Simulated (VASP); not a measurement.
# CsMgBiO3 (P1) in VASP: single point with PBE

Aim: the single point of CsMgBiO3 with PBE.

Program: VASP 6.6.1. These are calculated values, not measurements. Logs are shortened: lines on timing, memory, paths and dates and some standing lists are left out, and cuts for length are marked.

### Step 1. The cell of the first run

The typed cell holds 6 atoms: a = 5.323 Å, b = 5.323 Å, c = 5.323 Å, α = 74.73°, β = 74.73°, γ = 74.73°.

### Step 2. Single point, PBE

INCAR reads:

```
SYSTEM = CsMgBiO3
PREC = Accurate
ENCUT = 750
EDIFF = 1E-6
ISMEAR = 0
SIGMA = 0.01
LREAL = .FALSE.
LASPH = .TRUE.
NELM = 120
ALGO = Normal
ISIF = 2
LWAVE = .FALSE.
LCHARG = .TRUE.
GGA = PE
LELF = .TRUE.
LVHAR = .TRUE.
NBANDS = 35
GGA_COMPAT = .FALSE.
```

KPOINTS reads:

```
regular mesh
0
G
  2 2 2
  0 0 0
```

POSCAR reads:

```
CsMgBiO3
1.0
    3.2305168900      1.8651397900      3.7970092100
   -3.2305168900      1.8651397900      3.7970092100
    0.0000000000     -3.7302795900      3.7970092100
Cs Mg Bi O
1 1 1 3
Direct
    0.9164131885      0.9211604164      0.9169309069
    0.3016526637      0.2999869860      0.3036681360
    0.5657468515      0.5643613147      0.5652988354
    0.4988205389      0.9785728674      0.4801975789
    0.4846052627      0.4895478154      0.9849617379
    0.9837737650      0.4802726055      0.5005319561
```

Potentials or basis: VASP PAW PBE potentials, release 64 (Cs_sv, Mg_sv, Bi_d, O).

Started as:

```bash
cat potpaw_PBE.64/Cs_sv/POTCAR potpaw_PBE.64/Mg_sv/POTCAR potpaw_PBE.64/Bi_d/POTCAR potpaw_PBE.64/O/POTCAR > POTCAR
mpirun -np 1 vasp_std > vasp.out
```

OUTCAR:

```text
SYSTEM = CsMgBiO3
   PREC = Accurate
   ENCUT = 750
   EDIFF = 1E-6
   ISMEAR = 0
   LREAL = .FALSE.
   LASPH = .TRUE.
   NELM = 120
   ISIF = 2
   GGA = PE

 ion  position               nearest neighbor table
   1  0.916  0.921  0.917-
   2  0.302  0.300  0.304-   5 1.89   6 1.90   4 1.91   3 3.00
   3  0.566  0.564  0.565-   4 2.08   6 2.10   5 2.11   2 3.00
   4  0.499  0.979  0.480-   2 1.91   3 2.08
   5  0.485  0.490  0.985-   2 1.89   3 2.11
   6  0.984  0.480  0.501-   2 1.90   3 2.10

  LATTYP: Found a trigonal (rhomboedric) cell.
 ALAT       =     5.3228060977
 COS(alpha) =     0.2632964948

  Lattice vectors:

 A1 = (   3.2305168900,   1.8651397900,   3.7970092100)
 A2 = (  -3.2305168900,   1.8651397900,   3.7970092100)
 A3 = (   0.0000000000,  -3.7302795900,   3.7970092100)

Analysis of symmetry for initial positions (statically):
=====================================================================
 Subroutine PRICEL returns:
 Original cell was already a primitive cell.

 Routine SETGRP: Setting up the symmetry group for a
 trigonal (rhombohedral) supercell.

 Subroutine GETGRP returns: Found  1 space group operations
 (whereof  1 operations were pure point group operations)
 out of a pool of 12 trial point group operations.

The static configuration has the point symmetry C_1 .

Analysis of symmetry for dynamics (positions and initial velocities):
=====================================================================
 Subroutine PRICEL returns:
 Original cell was already a primitive cell.

 Routine SETGRP: Setting up the symmetry group for a
 trigonal (rhombohedral) supercell.

 Subroutine GETGRP returns: Found  1 space group operations
 (whereof  1 operations were pure point group operations)
 out of a pool of 12 trial point group operations.

The dynamic configuration has the point symmetry C_1 .

 Subroutine INISYM returns: Found  1 space group operations
 (whereof  1 operations are pure point group operations),
 and found     1 'primitive' translations

----------------------------------------------------------------------------------------

                                     Primitive cell

  volume of cell :     137.2702

  direct lattice vectors                    reciprocal lattice vectors
     3.230516890  1.865139790  3.797009210     0.154773993  0.089358807  0.087788392
    -3.230516890  1.865139790  3.797009210    -0.154773993  0.089358807  0.087788392
     0.000000000 -3.730279590  3.797009210     0.000000000 -0.178717614  0.087788392

  length of vectors
     5.322806098  5.322806098  5.322806098     0.199115010  0.199115010  0.199115010

  position of ions in fractional coordinates (direct lattice)
     0.916413189  0.921160416  0.916930907
     0.301652664  0.299986986  0.303668136
     0.565746852  0.564361315  0.565298835
     0.498820539  0.978572867  0.480197579
     0.484605263  0.489547815  0.984961738
     0.983773765  0.480272605  0.500531956

  ion indices of the primitive-cell ions
   primitive index   ion index
                 1           1
                 2           2
                 3           3
                 4           4
                 5           5
                 6           6

----------------------------------------------------------------------------------------

 KPOINTS: regular mesh

Automatic generation of k-mesh.
 Grid dimensions read from file:
 generate k-points for:    2    2    2

 Generating k-lattice:

  Cartesian coordinates                     Fractional coordinates (reciprocal lattice)
     0.077386997  0.044679403  0.043894196     0.500000000  0.000000000  0.000000000
    -0.077386997  0.044679403  0.043894196     0.000000000  0.500000000  0.000000000
     0.000000000 -0.089358807  0.043894196     0.000000000  0.000000000  0.500000000

  Length of vectors
     0.099557505  0.099557505  0.099557505

  Shift w.r.t. Gamma in fractional coordinates (k-lattice)
     0.000000000  0.000000000  0.000000000

 Subroutine IBZKPT returns following result:
 ===========================================

 Found      8 irreducible k-points:

 Following reciprocal coordinates:
            Coordinates               Weight
  0.000000  0.000000  0.000000      1.000000
  0.500000  0.000000  0.000000      1.000000
  0.000000  0.500000  0.000000      1.000000
 -0.000000 -0.000000  0.500000      1.000000
  0.500000  0.500000  0.000000      1.000000
  0.500000  0.000000  0.500000      1.000000
  0.000000  0.500000  0.500000      1.000000
  0.500000  0.500000  0.500000      1.000000
   k-points           NKPTS =      8   k-points in BZ     NKDIM =      8   number of bands    NBANDS=     35
   number of dos      NEDOS =    301   number of ions     NIONS =      6
   total plane-waves  NPLWV = 110592
   dimension x,y,z NGX =    48 NGY =   48 NGZ =   48
   dimension x,y,z NGXF=    96 NGYF=   96 NGZF=   96
   ions per type =               1   1   1   3
   NGX,Y,Z   is equivalent  to a cutoff of  14.99, 14.99, 14.99 a.u.
   NGXF,Y,Z  is equivalent  to a cutoff of  29.98, 29.98, 29.98 a.u.
 SYSTEM =  CsMgBiO3
   PREC   = accura    normal or accurate (medium, high low for compatibility)
   ISTART =      0    job   : 0-new  1-cont  2-samecut
   ICHARG =      2    charge: 1-file 2-atom 10-const
   ISPIN  =      1    spin polarized calculation?
   LNONCOLLINEAR =      F non collinear calculations
   LSORBIT =      F    spin-orbit coupling
   LASPH  =      T    aspherical Exc in radial PAW
   ENCUT  =  750.0 eV  55.12 Ry    7.42 a.u.  11.89 11.89 11.89*2*pi/ulx,y,z
   NELM   =    120;   NELMIN=  2; NELMDL= -5     # of ELM steps
   EDIFF  = 0.1E-05   stopping-criterion for ELM
   LREAL  =      F    real-space projection
   EDIFFG = 0.1E-04   stopping-criterion for IOM
   NSW    =      0    number of steps for IOM
   IBRION =     -1    ionic relax: 0-MD 1-quasi-New 2-CG
   NFREE  =      0    steps in history (QN), initial steepest desc. (CG)
   ISIF   =      2    stress and relaxation
   ISYM   =      2    0-nonsym 1-usesym 2-fastsym
   POTIM  = 0.5000    time-step for ionic-motion
   TEBEG  =    0.0;   TEEND  =   0.0 temperature during run
   PSTRESS=    0.0 pullay stress
   NELECT =      52.0000    total number of electrons
   NUPDOWN=      -1.0000    fix difference up-down
   EMIN   =  10.00;   EMAX   =-10.00  energy-range for DOS
   EFERMI =   0.00;   METHOD = LEGACY
   ISMEAR =     0;   SIGMA  =   0.01  broadening in eV -4-tet -1-fermi 0-gaus
   EFERMI_NEDOS =   21; number of points for ismear=-14 and -15
   IALGO  =     38    algorithm
   IMIX   =      4    mixing-type and parameters
     AMIX     =   0.40;   BMIX     =  1.00
     AMIX_MAG =   1.60;   BMIX_MAG =  1.00
  volume/ion in A,a.u.               =      22.88       154.39
  Fermi-wavevector in a.u.,A,eV,Ry     =   1.184542  2.238460 19.090879  1.403140
  Thomas-Fermi vector in A             =   2.320754
   LORBIT       =      0    0 simple, 1 ext, 2 COOP (PROOUT), +10 PAW based schemes
   GGA     = PE    functional components
   LHFCALC =     F    Hartree Fock is set to
   AEXX    =    0.0000 exact exchange contribution
   IVDW    =     0    specifies the selected vdW correction
   LEPSILON=     F    determine dielectric tensor
   LRPA    =     F    only Hartree local field effects (RPA)
 non-spin polarized calculation
 Gauss-broadening in eV      SIGMA  =   0.01
  energy-cutoff  :      750.00
  volume of cell :      137.27
 maximum number of plane-waves:      6424
 NGX is ok and might be reduce to    48
   NGX = 23   NGY = 23   NGZ = 23

 number of electron      51.9999994 magnetization

 Free energy of the ion-electron system (eV)
  ---------------------------------------------------
  ext. energy  EPLUGINS =         0.00000000
  ---------------------------------------------------
  free energy    TOTEN  =       -30.35853954 eV

  energy without entropy =      -30.35853954  energy(sigma->0) =      -30.35853954

 E-fermi :   1.8339     XC(G=0):  -8.4498

 val. band max:        1.7579382349   @ k =   0.5000   0.5000   0.5000
 cond. band min:       4.2762023089   @ k =   0.5000   0.5000   0.5000
 fundamental gap:      2.5182640740
 Fermi energy:         1.8338517797

 k-point     1 :       0.0000    0.0000    0.0000
  band No.  band energies     occupation
      1     -71.9779      2.00000
      2     -38.8808      2.00000
      3     -38.6861      2.00000
      4     -38.6824      2.00000
      5     -20.5563      2.00000
      6     -20.5370      2.00000
[... 27 lines left out ...]
     34       9.3590      0.00000
     35       9.4456      0.00000

 k-point     2 :       0.5000    0.0000    0.0000
  band No.  band energies     occupation
      1     -71.9779      2.00000
      2     -38.8808      2.00000
      3     -38.6861      2.00000
      4     -38.6823      2.00000
      5     -20.5543      2.00000
      6     -20.5322      2.00000
[... 27 lines left out ...]
     34       9.3899      0.00000
     35       9.5600      0.00000

 k-point     3 :       0.0000    0.5000    0.0000
  band No.  band energies     occupation
      1     -71.9779      2.00000
      2     -38.8808      2.00000
      3     -38.6861      2.00000
      4     -38.6823      2.00000
      5     -20.5498      2.00000
      6     -20.5367      2.00000
[... 27 lines left out ...]
     34       9.4244      0.00000
     35       9.6015      0.00000

 k-point     4 :      -0.0000   -0.0000    0.5000
  band No.  band energies     occupation
      1     -71.9779      2.00000
      2     -38.8808      2.00000
      3     -38.6861      2.00000
      4     -38.6823      2.00000
      5     -20.5554      2.00000
      6     -20.5315      2.00000
[... 27 lines left out ...]
     34       9.3926      0.00000
     35       9.6020      0.00000

 k-point     5 :       0.5000    0.5000    0.0000
  band No.  band energies     occupation
      1     -71.9779      2.00000
      2     -38.8809      2.00000
      3     -38.6861      2.00000
      4     -38.6824      2.00000
      5     -20.5465      2.00000
      6     -20.5320      2.00000
[... 27 lines left out ...]
     34       9.3826      0.00000
     35       9.4170      0.00000

 k-point     6 :       0.5000    0.0000    0.5000
  band No.  band energies     occupation
      1     -71.9779      2.00000
      2     -38.8809      2.00000
      3     -38.6861      2.00000
      4     -38.6824      2.00000
      5     -20.5536      2.00000
      6     -20.5251      2.00000
[... 27 lines left out ...]
     34       9.3634      0.00000
     35       9.4111      0.00000

 k-point     7 :       0.0000    0.5000    0.5000
  band No.  band energies     occupation
      1     -71.9779      2.00000
      2     -38.8809      2.00000
      3     -38.6862      2.00000
      4     -38.6823      2.00000
      5     -20.5488      2.00000
      6     -20.5299      2.00000
[... 27 lines left out ...]
     34       9.3931      0.00000
     35       9.4503      0.00000

 k-point     8 :       0.5000    0.5000    0.5000
  band No.  band energies     occupation
      1     -71.9779      2.00000
      2     -38.8809      2.00000
      3     -38.6861      2.00000
      4     -38.6824      2.00000
      5     -20.5442      2.00000
      6     -20.5251      2.00000
[... 27 lines left out ...]
     34       9.8907      0.00000
     35       9.8987      0.00000

------------------------ aborting loop because EDIFF is reached ----------------------------------------

  FORCE on cell =-STRESS in cart. coord.  units (eV):
  Direction    XX          YY          ZZ          XY          YZ          ZX
  --------------------------------------------------------------------------------------
  -------------------------------------------------------------------------------------
  Total        0.1213156      0.1014435      1.6251233     -0.1027351      0.1979764     -0.2296577
  in kB        1.4159592      1.1840186     18.9679585     -1.1990943      2.3107215     -2.6804968
  external PRESSURE =       7.1893121 kB  Pullay stress =       0.0000000 kB

 VOLUME and BASIS-vectors are now :
 -----------------------------------------------------------------------------
  energy-cutoff  :      750.00
  volume of cell :      137.27
      direct lattice vectors                 reciprocal lattice vectors
     3.230516890  1.865139790  3.797009210     0.154773993  0.089358807  0.087788392
    -3.230516890  1.865139790  3.797009210    -0.154773993  0.089358807  0.087788392
     0.000000000 -3.730279590  3.797009210     0.000000000 -0.178717614  0.087788392

 POSITION                                       TOTAL-FORCE (eV/Angst)
 -----------------------------------------------------------------------------------
     -0.01534      0.00692     10.45888         0.043502     -0.026838     -0.061256
      0.00538     -0.01062      3.43746         0.020655     -0.056763     -0.039962
      0.00448     -0.00091      6.43748         0.187529     -0.157117      0.589376
     -1.54985      0.96427      7.43299         0.029008     -0.060308     -0.065652
     -0.01597     -1.85725      7.43878        -0.052845      0.410976     -0.207989
      1.62657      0.86353      7.45952        -0.227849     -0.109950     -0.214517
 -----------------------------------------------------------------------------------
    total drift:                                0.000510     -0.001434      0.000437

  FREE ENERGIE OF THE ION-ELECTRON SYSTEM (eV)
  ---------------------------------------------------
  free  energy   TOTEN  =       -30.3585395449 eV

  energy  without entropy=      -30.3585395449  energy(sigma->0) =      -30.35853954
```

It took 2 min on 1 thread of Intel Xeon 6975P-C (Granite Rapids), shared host; peak memory 0.35 GiB.

Results:

```
Free energy            : -30.3585 eV
Pressure               : 0.7 GPa
Largest force          : 0.638 eV/Å
Band gap on the k mesh : 2.52 eV
```

Forces in eV/Å, atoms in the order of the input:
```
Cs   0.044 -0.027 -0.061
Mg   0.021 -0.057 -0.040
Bi   0.188 -0.157  0.589
O    0.029 -0.060 -0.066
O   -0.053  0.411 -0.208
O   -0.228 -0.110 -0.215
```

Caveat: the k points lie up to 0.63 Å⁻¹ apart; spin-orbit coupling is left out, which moves the levels of the heavy elements. A k mesh can miss the band edges.
